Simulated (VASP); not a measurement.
Runs of VASP 6.6.1 on As. The structure is that of space group P-3m1 (No. 164), or close to it. The cells are those of the table. 

```tsv
potentials or basis	cell	k mesh	cutoff (eV)	smearing	second run	gap on the mesh (eV)	largest force (eV/Å)
VASP PAW PBE potentials, release 64 (As)	a = 3.443, b = 3.443, c = 28.000 Å, angles 90.0, 90.0, 120.0°, 2 atoms	6 × 6 × 1	400	gaussian 0.1 eV	-	1.70	2.05
VASP PAW PBE potentials, release 64 (As)	a = 3.606, b = 3.606, c = 28.000 Å, angles 90.0, 90.0, 120.0°, 2 atoms	9 × 9 × 1	520	gaussian 0.02 eV	-	1.64	0.09
VASP PAW PBE potentials, release 64 (As_d)	a = 3.606, b = 3.606, c = 28.000 Å, angles 90.0, 90.0, 120.0°, 2 atoms	9 × 9 × 1	520	gaussian 0.02 eV	valence_matched	1.64	(a)
VASP PAW PBE potentials, release 64 (As)	a = 3.612, b = 3.612, c = 28.000 Å, angles 90.0, 90.0, 120.0°, 2 atoms	6 × 6 × 1	400	gaussian 0.1 eV	-	1.66	0.09
```

Alike in all rows: task single point; level PBE; no spin polarisation.

Question: Estimate the missing entries.

Answer: (a) 0.03.

A k mesh can miss the band edges, and the runs leave out spin-orbit coupling on As.

The runs don't all hold the same shells in valence.
